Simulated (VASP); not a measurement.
# AlCo (Pm-3m) in VASP: notebook, part 2 of 2

VASP 6.6.1.

## Step 4: Relaxation of cell and atoms, PBEsol

Contents of INCAR:

```
SYSTEM = AlCo
PREC = Accurate ; ENCUT = 600
EDIFF = 1E-7 ; ISMEAR = 0
SIGMA = 0.1 ; LREAL = .FALSE.
LASPH = .TRUE. ; NELM = 120
ALGO = Normal ; ISIF = 3
LWAVE = .FALSE. ; LCHARG = .FALSE.
GGA = PS ; IBRION = 2
NSW = 100 ; EDIFFG = -0.002
GGA_COMPAT = .FALSE. ; NELMIN = 4
```

Contents of KPOINTS:

```
Automatic mesh
0
G
  14 14 14
  0 0 0
```

Contents of POSCAR:

```
AlCo
1.0
    2.8194032100      0.0000000000      0.0000000000
    0.0000000000      2.8194032100      0.0000000000
    0.0000000000      0.0000000000      2.8194032100
Al Co
1 1
Direct
    0.0000000000      0.0000000000      0.0000000000
    0.5000000000      0.5000000000      0.5000000000
```

Potentials or basis: VASP PAW PBE potentials, release 64 (Al, Co).

The run is started by

```console
> cat potpaw_PBE.64/Al/POTCAR potpaw_PBE.64/Co/POTCAR > POTCAR
> mpirun -np 1 vasp_std > vasp.out
```

OUTCAR:

```text
SYSTEM = AlCo
   PREC = Accurate
   ENCUT = 600
   EDIFF = 1E-7
   ISMEAR = 0
   LREAL = .FALSE.
   LASPH = .TRUE.
   NELM = 120
   ISIF = 3
   GGA = PS
   IBRION = 2
   NSW = 100
   EDIFFG = -0.002
   NELMIN = 4

 ion  position               nearest neighbor table
   1  0.000  0.000  0.000-   2 2.44   2 2.44   2 2.44   2 2.44   2 2.44   2 2.44   2 2.44   2 2.44

   2  0.500  0.500  0.500-   1 2.44   1 2.44   1 2.44   1 2.44   1 2.44   1 2.44   1 2.44   1 2.44

  LATTYP: Found a simple cubic cell.
 ALAT       =     2.8194032100

  Lattice vectors:

 A1 = (   2.8194032100,   0.0000000000,   0.0000000000)
 A2 = (   0.0000000000,   2.8194032100,   0.0000000000)
 A3 = (   0.0000000000,   0.0000000000,   2.8194032100)

Analysis of symmetry for initial positions (statically):
=====================================================================
 Subroutine PRICEL returns:
 Original cell was already a primitive cell.

 Routine SETGRP: Setting up the symmetry group for a
 simple cubic supercell.

 Subroutine GETGRP returns: Found 48 space group operations
 (whereof 48 operations were pure point group operations)
 out of a pool of 48 trial point group operations.

The static configuration has the point symmetry O_h .

Analysis of symmetry for dynamics (positions and initial velocities):
=====================================================================
 Subroutine PRICEL returns:
 Original cell was already a primitive cell.

 Routine SETGRP: Setting up the symmetry group for a
 simple cubic supercell.

 Subroutine GETGRP returns: Found 48 space group operations
 (whereof 48 operations were pure point group operations)
 out of a pool of 48 trial point group operations.

The dynamic configuration has the point symmetry O_h .

 Subroutine INISYM returns: Found 48 space group operations
 (whereof 48 operations are pure point group operations),
 and found     1 'primitive' translations

[... 127 lines left out ...]
 Gauss-broadening in eV      SIGMA  =   0.10
  energy-cutoff  :      600.00
  volume of cell :       22.41
 maximum number of plane-waves:       768
 NGX is ok and might be reduce to    24
   NGX = 11   NGY = 11   NGZ = 11

--------------------------------------- Ionic step        1  -------------------------------------------

 number of electron      11.9999996 magnetization

 Free energy of the ion-electron system (eV)
  ---------------------------------------------------
  ext. energy  EPLUGINS =         0.00000000
  ---------------------------------------------------
  free energy    TOTEN  =       -13.08385749 eV

  energy without entropy =      -13.08059059  energy(sigma->0) =      -13.08222404

------------------------ aborting loop because EDIFF is reached ----------------------------------------

  FORCE on cell =-STRESS in cart. coord.  units (eV):
  Direction    XX          YY          ZZ          XY          YZ          ZX
  --------------------------------------------------------------------------------------
  -------------------------------------------------------------------------------------
  Total        0.0985918      0.0985918      0.0985918      0.0000000      0.0000000     -0.0000000
  in kB        7.0482226      7.0482226      7.0482226      0.0000000      0.0000000     -0.0000000
  external PRESSURE =       7.0482226 kB  Pullay stress =       0.0000000 kB
[... 95 lines left out ...]
--------------------------------------- Ionic step        4  -------------------------------------------

 number of electron      11.9999996 magnetization

 Free energy of the ion-electron system (eV)
  ---------------------------------------------------
  ext. energy  EPLUGINS =         0.00000000
  ---------------------------------------------------
  free energy    TOTEN  =       -13.08402939 eV

  energy without entropy =      -13.08074229  energy(sigma->0) =      -13.08238584

 E-fermi :  10.8421     XC(G=0): -12.5253

 val. band max:       10.8337744574   @ k =   0.5000   0.3571   0.0714
 cond. band min:      10.9115556945   @ k =   0.5000   0.2857   0.0000
 fundamental gap:      0.0777812371
 Fermi energy:        10.8421108077

 k-point     1 :       0.0000    0.0000    0.0000
  band No.  band energies     occupation
      1      -0.4291      2.00000
      2       7.7205      2.00000
      3       7.7205      2.00000
      4       9.9834      2.00000
      5       9.9834      2.00000
      6       9.9834      2.00000
      7      16.9424      0.00000
      8      16.9424      0.00000
      9      16.9424      0.00000
     10      19.7064      0.00000
[... 287 lines left out ...]
 k-point    24 :       0.3571    0.2143    0.0000
  band No.  band energies     occupation
      1       2.7275      2.00000
      2       6.6645      2.00000
      3       8.2034      2.00000
      4       8.9222      2.00000
      5       9.2932      2.00000
      6       9.7298      2.00000
      7      11.5224      0.00000
      8      15.4380      0.00000
      9      19.3703      0.00000
     10      20.8655      0.00000

 [... further k-points ...]
[... 5 lines left out ...]
  --------------------------------------------------------------------------------------
  -------------------------------------------------------------------------------------
  Total       -0.0024878     -0.0024878     -0.0024878     -0.0000000     -0.0000000      0.0000000
  in kB       -0.1771990     -0.1771990     -0.1771990     -0.0000000     -0.0000000      0.0000000
  external PRESSURE =      -0.1771990 kB  Pullay stress =       0.0000000 kB
[... 17 lines left out ...]
  FREE ENERGIE OF THE ION-ELECTRON SYSTEM (eV)
  ---------------------------------------------------
  free  energy   TOTEN  =       -13.0840293883 eV

  energy  without entropy=      -13.0807422947  energy(sigma->0) =      -13.08238584

 reached required accuracy - stopping structural energy minimisation
```

Run time: 2.9 min. Hardware: 1 thread of AMD EPYC 7R13, shared host; peak memory 0.15 GiB.

Results:

```yaml
Free_energy: -13.0840 eV
Relaxed_volume: 11.25 Å³/atom
Relaxed_cell: a = 2.823 Å, b = 2.823 Å, c = 2.823 Å, α = 90.00°, β = 90.00°, γ = 90.00°
Space_group_after_relaxing_to_0.1_Å: Pm-3m (No. 221)
Energy_gained_by_relaxing: 0.1 meV/atom
Ionic_steps: 4
Pressure_after_relaxing: 0.0 GPa
Band_gap_on_the_k_mesh: zero (bands 6 and 7 overlap by 2.63 eV)
```

Step by step:
```tsv
step	energy change (eV)	largest force (eV/Å)	pressure (GPa)	volume (Å³)
1	0.0000	0.0000	0.70	22.41
2	0.0000	0.0000	-0.68	22.57
3	-0.0002	0.0000	0.03	22.49
4	-0.0002	0.0000	-0.02	22.49
```

Final structure:
```yaml
crystal:
  lattice:
    - [2.82286, 0.00000, 0.00000]
    - [0.00000, 2.82286, 0.00000]
    - [0.00000, 0.00000, 2.82286]
  atoms:
    - { symbol: Al, position: [0.00000, 0.00000, 0.00000] }
    - { symbol: Co, position: [0.50000, 0.50000, 0.50000] }
```

Levels at points of the mesh, in eV from the Fermi level:
| k point | band 4 | band 5 | band 6 | band 7 | band 8 | band 9 |
| --- | --- | --- | --- | --- | --- | --- |
| (0.00, 0.00, 0.00) | -0.86 | -0.86 | -0.86 | 6.10 | 6.10 | 6.10 |
| (0.50, 0.00, 0.00) | -1.77 | -1.77 | -0.74 | 0.17 | 8.44 | 10.74 |
| (0.50, 0.50, 0.00) | -2.74 | -1.56 | -1.56 | -0.27 | 2.48 | 3.66 |
| (0.50, 0.50, 0.50) | -0.23 | -0.23 | 2.36 | 2.36 | 2.36 | 4.40 |

Caveat: the PAW data sets were made with another functional, which shifts forces and pressure a little; the run has no spin polarisation, though such a crystal can be magnetic. Spin polarisation is off, so any magnetic state and its effect on volume and gap are missing.
